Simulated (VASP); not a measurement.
# GaSeS2 (P4/mmm) in VASP: a series of runs

The runs below take GaSeS2 through single point, relaxation of cell and atoms, with PBE.

All numbers are computed with VASP 6.6.1; they aren't measurements. Logs are shortened: lines on timing, memory, paths and dates and some standing lists are left out, and cuts for length are marked.

### 1 The cell of the first run

The structure is tetragonal, space group P4/mmm (No. 123). The conventional cell has a = 3.538 Å, b = 3.538 Å, c = 7.353 Å, α = 90.00°, β = 90.00°, γ = 90.00°. Ga (site symmetry 4/mmm) has 4 Se at 2.50 Å within 3.3 Å. Se (site symmetry 4/mmm) has 4 Ga at 2.50 Å within 3.3 Å. S (site symmetry mmm) has 4 S at 2.50 Å within 3.3 Å.

### 2 Single point, PBE

Input file INCAR:

```
SYSTEM = GaSeS2
  PREC = Accurate
  ENCUT = 520
  EDIFF = 1E-7
  ISMEAR = 0
  SIGMA = 0.1
  LREAL = .FALSE.
  LASPH = .TRUE.
  NELM = 100
  ALGO = Normal
  ISIF = 2
  LWAVE = .FALSE.
  LCHARG = .FALSE.
  GGA = PE
  NBANDS = 24
```

Input file KPOINTS:

```
regular mesh
0
G
  4 4 4
  0 0 0
```

Input file POSCAR:

```
GaSeS2
1.0
    3.5375422056      0.0000000000      0.0000000000
    0.0000000000      3.5375422056      0.0000000000
    0.0000000000      0.0000000000      7.3528003999
Ga Se S
1 1 2
Direct
    0.0000000000      0.0000000000      0.0000000000
    0.5000000000      0.5000000000      0.0000000000
    0.5000000000      0.0000000000      0.5000000000
    0.0000000000      0.5000000000      0.5000000000
```

Potentials or basis: VASP PAW PBE potentials, release 64 (Ga_d, Se, S).

Launch:

```console
$ cat potpaw_PBE.64/Ga_d/POTCAR potpaw_PBE.64/Se/POTCAR potpaw_PBE.64/S/POTCAR > POTCAR
$ mpirun -np 1 vasp_std > vasp.out
```

OUTCAR:

```text
SYSTEM = GaSeS2
   PREC = Accurate
   ENCUT = 520
   EDIFF = 1E-7
   ISMEAR = 0
   LREAL = .FALSE.
   LASPH = .TRUE.
   NELM = 100
   ISIF = 2
   GGA = PE

 ion  position               nearest neighbor table
   1  0.000  0.000  0.000-   2 2.50   2 2.50   2 2.50   2 2.50
   2  0.500  0.500  0.000-   1 2.50   1 2.50   1 2.50   1 2.50
   3  0.500  0.000  0.500-   4 2.50   4 2.50   4 2.50   4 2.50
   4  0.000  0.500  0.500-   3 2.50   3 2.50   3 2.50   3 2.50

  LATTYP: Found a simple tetragonal cell.
 ALAT       =     3.5375422056
 C/A-ratio  =     2.0785053499

  Lattice vectors:

 A1 = (   3.5375422056,   0.0000000000,   0.0000000000)
 A2 = (   0.0000000000,   3.5375422056,   0.0000000000)
 A3 = (   0.0000000000,   0.0000000000,   7.3528003999)

Analysis of symmetry for initial positions (statically):
=====================================================================
 Subroutine PRICEL returns:
 Original cell was already a primitive cell.

 Routine SETGRP: Setting up the symmetry group for a
 simple tetragonal supercell.

 Subroutine GETGRP returns: Found 16 space group operations
 (whereof 16 operations were pure point group operations)
 out of a pool of 16 trial point group operations.

The static configuration has the point symmetry D_4h.

Analysis of symmetry for dynamics (positions and initial velocities):
=====================================================================
 Subroutine PRICEL returns:
 Original cell was already a primitive cell.

 Routine SETGRP: Setting up the symmetry group for a
 simple tetragonal supercell.

 Subroutine GETGRP returns: Found 16 space group operations
 (whereof 16 operations were pure point group operations)
 out of a pool of 16 trial point group operations.

The dynamic configuration has the point symmetry D_4h.

 Subroutine INISYM returns: Found 16 space group operations
 (whereof 16 operations are pure point group operations),
 and found     1 'primitive' translations

----------------------------------------------------------------------------------------

                                     Primitive cell
[... 81 lines left out ...]
   ICHARG =      2    charge: 1-file 2-atom 10-const
   ISPIN  =      1    spin polarized calculation?
   LNONCOLLINEAR =      F non collinear calculations
   LSORBIT =      F    spin-orbit coupling
   LASPH  =      T    aspherical Exc in radial PAW
   ENCUT  =  520.0 eV  38.22 Ry    6.18 a.u.   6.58  6.58 13.67*2*pi/ulx,y,z
   NELM   =    100;   NELMIN=  2; NELMDL= -5     # of ELM steps
   EDIFF  = 0.1E-06   stopping-criterion for ELM
   LREAL  =      F    real-space projection
   EDIFFG = 0.1E-05   stopping-criterion for IOM
   NSW    =      0    number of steps for IOM
   IBRION =     -1    ionic relax: 0-MD 1-quasi-New 2-CG
   NFREE  =      0    steps in history (QN), initial steepest desc. (CG)
   ISIF   =      2    stress and relaxation
   ISYM   =      2    0-nonsym 1-usesym 2-fastsym
   POTIM  = 0.5000    time-step for ionic-motion
   TEBEG  =    0.0;   TEEND  =   0.0 temperature during run
   PSTRESS=    0.0 pullay stress
   NELECT =      31.0000    total number of electrons
   NUPDOWN=      -1.0000    fix difference up-down
   EMIN   =  10.00;   EMAX   =-10.00  energy-range for DOS
   EFERMI =   0.00;   METHOD = LEGACY
   ISMEAR =     0;   SIGMA  =   0.10  broadening in eV -4-tet -1-fermi 0-gaus
   EFERMI_NEDOS =   21; number of points for ismear=-14 and -15
   IALGO  =     38    algorithm
   IMIX   =      4    mixing-type and parameters
     AMIX     =   0.40;   BMIX     =  1.00
     AMIX_MAG =   1.60;   BMIX_MAG =  1.00
  volume/ion in A,a.u.               =      23.00       155.24
  Fermi-wavevector in a.u.,A,eV,Ry     =   1.139139  2.152661 17.655432  1.297638
  Thomas-Fermi vector in A             =   2.275843
   LORBIT       =      0    0 simple, 1 ext, 2 COOP (PROOUT), +10 PAW based schemes
   GGA     = PE    functional components
   LHFCALC =     F    Hartree Fock is set to
   AEXX    =    0.0000 exact exchange contribution
   IVDW    =     0    specifies the selected vdW correction
   LEPSILON=     F    determine dielectric tensor
   LRPA    =     F    only Hartree local field effects (RPA)
 non-spin polarized calculation
 Gauss-broadening in eV      SIGMA  =   0.10
  energy-cutoff  :      520.00
  volume of cell :       92.01
 maximum number of plane-waves:      2503
 NGX is ok and might be reduce to    28
   NGX = 13   NGY = 13   NGZ = 27

 number of electron      30.9999998 magnetization

 Free energy of the ion-electron system (eV)
  ---------------------------------------------------
  ext. energy  EPLUGINS =         0.00000000
  ---------------------------------------------------
  free energy    TOTEN  =       -13.88870169 eV

  energy without entropy =      -13.86924023  energy(sigma->0) =      -13.87897096

 E-fermi :   3.5586     XC(G=0):  -9.2989

 val. band max:        3.5297795153   @ k =   0.2500   0.0000   0.2500
 cond. band min:       3.5670919377   @ k =   0.2500   0.0000   0.5000
 fundamental gap:      0.0373124225
 Fermi energy:         3.5585613315

 k-point     1 :       0.0000    0.0000    0.0000
  band No.  band energies     occupation
      1     -12.0882      2.00000
      2     -11.7852      2.00000
      3     -11.6582      2.00000
      4     -11.6553      2.00000
      5     -11.6553      2.00000
      6     -11.6443      2.00000
[... 475 lines left out ...]
     23       9.3316      0.00000
     24      15.0159      0.00000

------------------------ aborting loop because EDIFF is reached ----------------------------------------

  FORCE on cell =-STRESS in cart. coord.  units (eV):
  Direction    XX          YY          ZZ          XY          YZ          ZX
  --------------------------------------------------------------------------------------
  -------------------------------------------------------------------------------------
  Total       -0.0066549     -0.0066549      0.0842801      0.0000000      0.0000000      0.0000000
  in kB       -0.1158771     -0.1158771      1.4675046      0.0000000      0.0000000      0.0000000
  external PRESSURE =       0.4119168 kB  Pullay stress =       0.0000000 kB

 VOLUME and BASIS-vectors are now :
 -----------------------------------------------------------------------------
  energy-cutoff  :      520.00
  volume of cell :       92.01
      direct lattice vectors                 reciprocal lattice vectors
     3.537542206  0.000000000  0.000000000     0.282682140  0.000000000  0.000000000
     0.000000000  3.537542206  0.000000000     0.000000000  0.282682140  0.000000000
     0.000000000  0.000000000  7.352800400     0.000000000  0.000000000  0.136002604

 POSITION                                       TOTAL-FORCE (eV/Angst)
 -----------------------------------------------------------------------------------
      0.00000      0.00000      0.00000         0.000000      0.000000      0.000000
      1.76877      1.76877      0.00000         0.000000      0.000000      0.000000
      1.76877      0.00000      3.67640         0.000000      0.000000      0.000000
      0.00000      1.76877      3.67640         0.000000      0.000000      0.000000
 -----------------------------------------------------------------------------------
    total drift:                               -0.000000      0.000000     -0.000000

  FREE ENERGIE OF THE ION-ELECTRON SYSTEM (eV)
  ---------------------------------------------------
  free  energy   TOTEN  =       -13.8887016897 eV

  energy  without entropy=      -13.8692402304  energy(sigma->0) =      -13.87897096
```

OSZICAR:

```text
N       E                     dE             d eps       ncg     rms          rms(c)
DAV:   1     0.225239260399E+03    0.22524E+03   -0.13688E+04   936   0.149E+03
DAV:   2     0.129264769642E+02   -0.21231E+03   -0.19564E+03   984   0.394E+02
DAV:   3    -0.132855433382E+02   -0.26212E+02   -0.25713E+02  1136   0.104E+02
DAV:   4    -0.141824449356E+02   -0.89690E+00   -0.89484E+00  1048   0.217E+01
DAV:   5    -0.142052871559E+02   -0.22842E-01   -0.22834E-01  1144   0.298E+00    0.110E+01
DAV:   6    -0.139330959145E+02    0.27219E+00   -0.31823E-01  1216   0.946E+00    0.667E+00
DAV:   7    -0.138958689674E+02    0.37227E-01   -0.22976E-01  1200   0.438E+00    0.125E+00
DAV:   8    -0.138891166099E+02    0.67524E-02   -0.35752E-02  1168   0.190E+00    0.292E-01
DAV:   9    -0.138884894402E+02    0.62717E-03   -0.69466E-03  1136   0.422E-01    0.121E-01
DAV:  10    -0.138886242612E+02   -0.13482E-03   -0.63211E-04  1144   0.242E-01    0.865E-02
DAV:  11    -0.138886986026E+02   -0.74341E-04   -0.16184E-04  1104   0.101E-01    0.977E-03
DAV:  12    -0.138887004361E+02   -0.18336E-05   -0.16996E-05  1120   0.274E-02    0.743E-03
DAV:  13    -0.138887017799E+02   -0.13438E-05   -0.57172E-06  1136   0.133E-02    0.469E-03
DAV:  14    -0.138887016897E+02    0.90236E-07   -0.44868E-07  1128   0.444E-03
   1 F= -.13888702E+02 E0= -.13878971E+02  d E =-.194615E-01
```

Wall time 18 s (1 thread of Intel Xeon 6975P-C (Granite Rapids), shared host); peak memory 0.21 GiB.

What came out:

```
Free energy : -13.8887 eV
Pressure    : 0.0 GPa
```

Stress tensor (GPa, compression positive):
```
-0.01  0.00  0.00
 0.00 -0.01  0.00
 0.00  0.00  0.15
```

Levels at points of the mesh, in eV from the Fermi level:
| k point | band 11 | band 12 | band 13 | band 14 | band 15 | band 16 | band 17 | band 18 | band 19 | band 20 |
| --- | --- | --- | --- | --- | --- | --- | --- | --- | --- | --- |
| (0.00, 0.00, 0.00) | -4.34 | -2.63 | -2.63 | -2.32 | -2.02 | 1.01 | 3.57 | 3.57 | 4.37 | 4.59 |
| (0.50, 0.00, 0.00) | -2.25 | -1.83 | -1.82 | -0.88 | -0.87 | -0.86 | -0.83 | 1.95 | 3.26 | 3.63 |
| (0.50, 0.50, 0.00) | -5.80 | -5.80 | -4.44 | -1.38 | -1.38 | -1.23 | 2.66 | 5.26 | 5.27 | 6.47 |
| (0.00, 0.00, 0.50) | -4.17 | -3.51 | -2.64 | -2.64 | -1.88 | 1.00 | 3.57 | 3.57 | 4.02 | 5.12 |
| (0.50, 0.00, 0.50) | -1.93 | -1.91 | -1.83 | -1.81 | -0.89 | -0.87 | -0.80 | 1.20 | 3.34 | 3.61 |
| (0.50, 0.50, 0.50) | -5.83 | -5.83 | -4.49 | -1.27 | -1.27 | -1.12 | 3.23 | 5.26 | 5.27 | 5.61 |

Caveat: the k points lie up to 0.44 Å⁻¹ apart.

### 3 Relaxation of cell and atoms, PBE

This run uses another cell than the first one, of 22.31 Å³/atom, 0.970 times its volume.

Input file INCAR:

```
SYSTEM = GaSeS2
PREC = Accurate
ENCUT = 600
EDIFF = 1E-6
ISMEAR = 0
SIGMA = 0.1
LREAL = .FALSE.
LASPH = .TRUE.
NELM = 60
ALGO = Normal
ISIF = 3
LWAVE = .FALSE.
LCHARG = .FALSE.
GGA = PE
IBRION = 2
NSW = 90
EDIFFG = -0.04
```

KPOINTS is that of step 2.

Input file POSCAR:

```
GaSeS2
1.0
    4.3774692600      0.0000000000      0.0000000000
    0.0000000000      4.3774692600      0.0000000000
    0.0000000000      0.0000000000      4.6560470500
Ga Se S
1 1 2
Direct
    0.0000000000      0.0000000000      0.0000000000
    0.5000000000      0.5000000000      0.0000000000
    0.5000000000      0.0000000000      0.5000000000
    0.0000000000      0.5000000000      0.5000000000
```

Potentials or basis: VASP PAW PBE potentials, release 64 (Ga_d, Se, S).

Launch:

```console
$ cat potpaw_PBE.64/Ga_d/POTCAR potpaw_PBE.64/Se/POTCAR potpaw_PBE.64/S/POTCAR > POTCAR
$ mpirun -np 1 vasp_std > vasp.out
```

Wall time 4.6 min (1 thread of Intel Xeon 6975P-C (Granite Rapids), shared host); peak memory 0.24 GiB.

It converged, with:

```
Free energy                            : -13.8660 eV
Relaxed volume                         : 22.80 Å³/atom
Relaxed cell                           : a = 3.540 Å, b = 3.540 Å, c = 7.279 Å, α = 90.00°, β = 90.00°, γ = 90.00°
Space group after relaxing (to 0.05 Å) : P4/mmm (No. 123)
Energy gained by relaxing              : 546.3 meV/atom
Ionic steps                            : 25
Pressure after relaxing                : -0.2 GPa
```

Step by step:
```csv
step,energy change (eV),largest force (eV/Å),pressure (GPa),volume (Å³)
1,0.0000,0.0000,-6.77,89.22
2,-0.3987,0.0000,-2.18,77.58
3,-0.4415,0.0000,0.54,73.76
4,-0.4422,0.0000,0.89,73.28
5,-0.5467,0.0000,1.53,72.53
6,-0.9876,0.0000,5.57,69.67
7,-0.4665,0.0000,31.61,61.63
8,-1.2828,0.0000,11.00,66.99
9,-1.2566,0.0000,14.32,65.99
10,-1.2739,0.0000,14.41,66.09
11,-1.3179,0.0000,14.74,66.40
12,-1.3634,0.0000,15.71,66.93
13,-1.2419,0.0000,20.69,67.68
14,-1.3652,0.0000,16.47,67.14
15,-1.4532,0.0000,14.95,68.11
16,-1.6768,0.0000,10.78,71.05
17,-1.9657,0.0000,4.54,77.15
18,-2.0926,0.0000,-2.61,90.22
19,-2.1013,0.0000,-1.82,88.12
20,-2.1313,0.0000,-1.56,88.83
21,-2.1774,0.0000,-0.81,90.55
22,-2.1434,0.0000,0.93,93.73
23,-2.1848,0.0000,-0.34,91.50
24,-2.1848,0.0000,-0.32,91.56
25,-2.1852,0.0000,-0.16,91.21
```

Final structure:
```yaml
crystal:
  lattice:
    - [3.53988, 0.00000, 0.00000]
    - [0.00000, 3.53988, 0.00000]
    - [0.00000, 0.00000, 7.27915]
  atoms:
    - { symbol: Ga, position: [0.00000, 0.00000, 0.00000] }
    - { symbol: Se, position: [0.50000, 0.50000, 0.00000] }
    - { symbol: S, position: [0.50000, 0.00000, 0.50000] }
    - { symbol: S, position: [0.00000, 0.50000, 0.50000] }
```

Levels at points of the mesh, in eV from the Fermi level:
```
           k point  band 13  band 14  band 15  band 16  band 17  band 18
(0.00, 0.00, 0.00)    -2.55    -2.20    -1.97     1.01     3.56     3.56
(0.50, 0.00, 0.00)    -1.82    -0.86    -0.83    -0.80    -0.79     2.06
(0.50, 0.50, 0.00)    -4.37    -1.38    -1.38    -1.18     2.68     5.24
(0.00, 0.00, 0.50)    -2.57    -2.57    -1.82     0.99     3.56     3.56
(0.50, 0.00, 0.50)    -1.83    -1.81    -0.88    -0.82    -0.79     1.27
(0.50, 0.50, 0.50)    -4.42    -1.25    -1.25    -1.05     3.29     5.24
```
